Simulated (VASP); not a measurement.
# Co (P-3m1) in VASP: a series of runs, part 2 of 2

VASP 6.6.1. The steps go on from the part before.

## (4) Single point, PBE, collinear spin, ferromagnetic start

Contents of INCAR:

```
PREC = Accurate
ENCUT = 520
EDIFF = 1E-6
ISMEAR = -1
SIGMA = 0.08
LREAL = F
LASPH = T
NELM = 150
ALGO = Normal
ISIF = 2
LWAVE = F
LCHARG = T
ISPIN = 2
MAGMOM = 2 2
LORBIT = 11
LMAXMIX = 4
GGA = PE
LELF = T
LVHAR = T
NBANDS = 20
```

Contents of KPOINTS:

```
regular mesh
0
Gamma
  15 15 8
```

Contents of POSCAR:

```
Co
1.0
    2.4873648738      0.0000000000      0.0000000000
   -1.2436824369      2.1541211692      0.0000000000
    0.0000000000      0.0000000000      4.0632895034
Co
2
Direct
    0.6666666667      0.3333333333      0.2598610000
    0.3333333333      0.6666666667      0.7401390000
```

Potentials or basis: VASP PAW PBE potentials, release 64 (Co).

On the command line:

```sh
cat potpaw_PBE.64/Co/POTCAR > POTCAR
mpirun -np 1 vasp_std > vasp.out
```

OUTCAR:

```text
PREC = Accurate
   ENCUT = 520
   EDIFF = 1E-6
   ISMEAR = -1
   LREAL = F
   LASPH = T
   NELM = 150
   ISIF = 2
   ISPIN = 2
   LORBIT = 11
   GGA = PE

 ion  position               nearest neighbor table
   1  0.667  0.333  0.260-   2 2.42   2 2.42   2 2.42   2 2.55   2 2.55   2 2.55
   2  0.333  0.667  0.740-   1 2.42   1 2.42   1 2.42   1 2.55   1 2.55   1 2.55

  LATTYP: Found a hexagonal cell.
 ALAT       =     2.4873648738
 C/A-ratio  =     1.6335719565

  Lattice vectors:

 A1 = (   2.4873648738,   0.0000000000,   0.0000000000)
 A2 = (  -1.2436824369,   2.1541211692,   0.0000000000)
 A3 = (   0.0000000000,   0.0000000000,   4.0632895034)

Analysis of symmetry for initial positions (statically):
=====================================================================
 Subroutine PRICEL returns:
 Original cell was already a primitive cell.

 Routine SETGRP: Setting up the symmetry group for a
 hexagonal supercell.

 Subroutine GETGRP returns: Found 12 space group operations
 (whereof 12 operations were pure point group operations)
 out of a pool of 24 trial point group operations.

The static configuration has the point symmetry D_3d.

Analysis of symmetry for dynamics (positions and initial velocities):
=====================================================================
 Subroutine PRICEL returns:
 Original cell was already a primitive cell.

 Routine SETGRP: Setting up the symmetry group for a
 hexagonal supercell.

 Subroutine GETGRP returns: Found 12 space group operations
 (whereof 12 operations were pure point group operations)
 out of a pool of 24 trial point group operations.

The dynamic configuration has the point symmetry D_3d.

Analysis of structural, dynamic, and magnetic symmetry:
=====================================================================
 Subroutine PRICEL returns:
 Original cell was already a primitive cell.

 Routine SETGRP: Setting up the symmetry group for a
 hexagonal supercell.
[... 146 lines left out ...]
  ext. energy  EPLUGINS =         0.00000000
  ---------------------------------------------------
  free energy    TOTEN  =       -14.07078438 eV

  energy without entropy =      -14.03547767  energy(sigma->0) =      -14.05313103

 E-fermi :  10.2269     XC(G=0): -13.3802

 val. band max:       10.2258047196   @ k =   0.0667   0.0667   0.2500
 cond. band min:      10.2287088448   @ k =   0.3333   0.3333   0.5000
 fundamental gap:      0.0029041252
 Fermi energy:        10.2269037065

 spin component 1

 k-point     1 :       0.0000    0.0000    0.0000
  band No.  band energies     occupation
      1       1.3173      1.00000
      2       5.0682      1.00000
      3       7.5533      1.00000
      4       7.6044      1.00000
      5       7.6044      1.00000
      6       7.8988      1.00000
[... 541 lines left out ...]
     19      29.5106      0.00000
     20      39.0880      0.00000

 [... further k-points ...]

 spin component 2

 k-point     1 :       0.0000    0.0000    0.0000
  band No.  band energies     occupation
      1       1.3180      1.00000
      2       6.0069      1.00000
      3       9.1517      1.00000
      4       9.2609      0.99999
      5       9.2609      0.99999
      6       9.5695      0.99973
[... 541 lines left out ...]
     19      29.8668      0.00000
     20      39.3796      0.00000

 [... further k-points ...]

------------------------ aborting loop because EDIFF is reached ----------------------------------------

  FORCE on cell =-STRESS in cart. coord.  units (eV):
  Direction    XX          YY          ZZ          XY          YZ          ZX
  --------------------------------------------------------------------------------------
  -------------------------------------------------------------------------------------
  Total        0.0840008      0.0840008     -0.1576789      0.0000000      0.0000000      0.0000000
  in kB        6.1816791      6.1816791    -11.6037072      0.0000000      0.0000000      0.0000000
  external PRESSURE =       0.2532170 kB  Pullay stress =       0.0000000 kB

 VOLUME and BASIS-vectors are now :
 -----------------------------------------------------------------------------
  energy-cutoff  :      520.00
  volume of cell :       21.77
      direct lattice vectors                 reciprocal lattice vectors
     2.487364874  0.000000000  0.000000000     0.402031889  0.232113220  0.000000000
    -1.243682437  2.154121169  0.000000000     0.000000000  0.464226439  0.000000000
     0.000000000  0.000000000  4.063289503     0.000000000  0.000000000  0.246106018

 POSITION                                       TOTAL-FORCE (eV/Angst)
 -----------------------------------------------------------------------------------
      1.24368      0.71804      1.05589        -0.000000      0.000000     -0.499220
     -0.00000      1.43608      3.00740         0.000000      0.000000      0.499220
 -----------------------------------------------------------------------------------
    total drift:                                0.000000     -0.000000     -0.000000

  FREE ENERGIE OF THE ION-ELECTRON SYSTEM (eV)
  ---------------------------------------------------
  free  energy   TOTEN  =       -14.0707843810 eV

  energy  without entropy=      -14.0354776710  energy(sigma->0) =      -14.05313103

 total charge

# of ion       s       p       d       tot
------------------------------------------
    1        0.490   0.521   7.262   8.273
    2        0.490   0.521   7.262   8.273
--------------------------------------------------
tot          0.979   1.043  14.524  16.546

 magnetization (x)

# of ion       s       p       d       tot
------------------------------------------
    1       -0.014  -0.053   1.713   1.646
    2       -0.014  -0.053   1.713   1.646
--------------------------------------------------
tot         -0.028  -0.106   3.427   3.293
```

Run time: 2.1 min. Hardware: 1 thread of Intel Xeon Platinum 8375C at 2.90GHz (Ice Lake), shared host; peak memory 0.22 GiB.

What came out:

* Free energy: -14.0708 eV
* Pressure: 0.0 GPa
* Largest force: 0.499 eV/Å
* Net moment: 3.25 μB per cell
* Site moments: Co +1.65 μB
* Valence electrons inside the program's atomic spheres: Co 8.27

Forces on the atoms (eV/Å):
```
Co   0.000  0.000 -0.499
Co   0.000  0.000  0.499
```

Levels at points of the mesh, in eV from the Fermi level:
Spin up:
| k point | band 9 | band 10 | band 11 | band 12 | band 13 | band 14 |
| --- | --- | --- | --- | --- | --- | --- |
| (0.00, 0.00, 0.00) | -1.92 | -0.86 | -0.86 | -0.17 | 6.12 | 22.05 |
| (0.00, 0.00, 0.50) | -1.28 | -1.28 | -1.07 | -1.07 | 14.12 | 15.28 |
Spin down:
```tsv
k point	band 4	band 5	band 6	band 7	band 8	band 9	band 10	band 11
(0.00, 0.00, 0.00)	-0.97	-0.97	-0.66	-0.66	-0.20	-0.09	-0.09	1.05
(0.00, 0.00, 0.50)	-1.34	-1.03	-1.03	-1.01	-1.01	0.64	0.64	0.78
```

## (5) The runs side by side

```tsv
fixed moment (μB)	pressure (GPa)	moment (μB)	largest force (eV/Å)
3.92	6.7	3.92	0.53
4.41	13.1	4.41	0.70
-	0.0	3.25	0.50
```

Alike in all rows: task single point; level PBE; potentials or basis VASP PAW PBE potentials, release 64 (Co); spin collinear, ferromagnetic start; cell as given; k mesh 15 × 15 × 8; cutoff (eV) 520; smearing fermi-dirac 0.08 eV.

Caveats: the cell stands under pressure (at least some runs); the total moment is fixed, so each spin has its own Fermi level and the state may be an excited one (at least some runs).

Absolute energies hang on the potentials; compare differences alone.
